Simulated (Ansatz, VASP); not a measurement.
**AlGaN2 in VASP and in Ansatz**

File INCAR:

```
SYSTEM = AlGaN2
  ALGO = Normal
  EDIFF = 1E-6
  ENCUT = 520
  ISIF = 2
  ISMEAR = 0
  LASPH = .True.
  LCHARG = .False.
  LREAL = .False.
  LWAVE = .False.
  NBANDS = 21
  NELM = 80
  PREC = Accurate
  SIGMA = 0.05
```

KPOINTS

```
k-points
0
Gamma
  8 8 6
  0 0 0
```

File POSCAR:

```
AlGaN2
1.0
    3.3157208543      0.0000000000      0.0000000000
    0.0000000000      3.3157208543      0.0000000000
    0.0000000000      0.0000000000      3.9695854895
Al Ga N
1 1 2
Direct
    0.5000000000      0.5000000000      0.5000000000
    0.0000000000      0.0000000000      0.0000000000
    0.5000000000      0.0000000000      0.7382648100
    0.0000000000      0.5000000000      0.2617351900
```

Input for Ansatz:

```yaml
crystal:
  lattice:
    - [3.3157208543, 0.0, 0.0]
    - [0.0, 3.3157208543, 0.0]
    - [0.0, 0.0, 3.9695854895]
  atoms:
    - { symbol: Al, position: [0.5, 0.5, 0.5] }
    - { symbol: Ga, position: [0.0, 0.0, 0.0] }
    - { symbol: "N", position: [0.5, 0.0, 0.73826481] }
    - { symbol: "N", position: [0.0, 0.5, 0.26173519] }
basis:
  ecutwfc: 420
kpoints:
  mp_grid: { grid: [8, 8, 6] }
hamiltonian:
  xc: lda
scf:
  occupations: { method: gaussian, width: 0.05 }
output:
  forces: true
  stress: true
  eigenvalues: true
```

Alike in both runs: task single point; functional LDA; k mesh 8 × 8 × 6; occupations gaussian, width 0.05 eV; no spin polarisation.

|  | VASP | Ansatz |
| --- | --- | --- |
| version | VASP 6.6.1 | Ansatz 0.2.0 |
| potentials or method | VASP PAW LDA potentials, release 64 (Al, Ga_d, N), cutoff 520 eV | scalar-relativistic, plane waves, PAW |
| valence electrons in the cell | 26 | 26 |

VASP gave:

| Property | Result |
| --- | --- |
| gap on the k mesh at the Fermi level (eV) | 2.64 |
| least direct gap on the mesh (eV) | 2.64 |
| pressure (GPa) | -6.5 |
| traceless stress, the component that is largest in VASP (GPa) | 9.85 |
| rms of the force components (eV/Å) | 0.053 |

**Question.** Which values does Ansatz return?

**Answer.** gap on the k mesh at the Fermi level (eV): 2.63; least direct gap on the mesh (eV): 2.63; pressure (GPa): -7.2; traceless stress, the component that is largest in VASP (GPa): 9.98; rms of the force components (eV/Å): 0.043.

LDA's correlation is that of Perdew and Zunger in VASP and of Perdew and Wang (1992) in Ansatz. Atom by atom the forces differ by 0.010 eV/Å (rms over components).
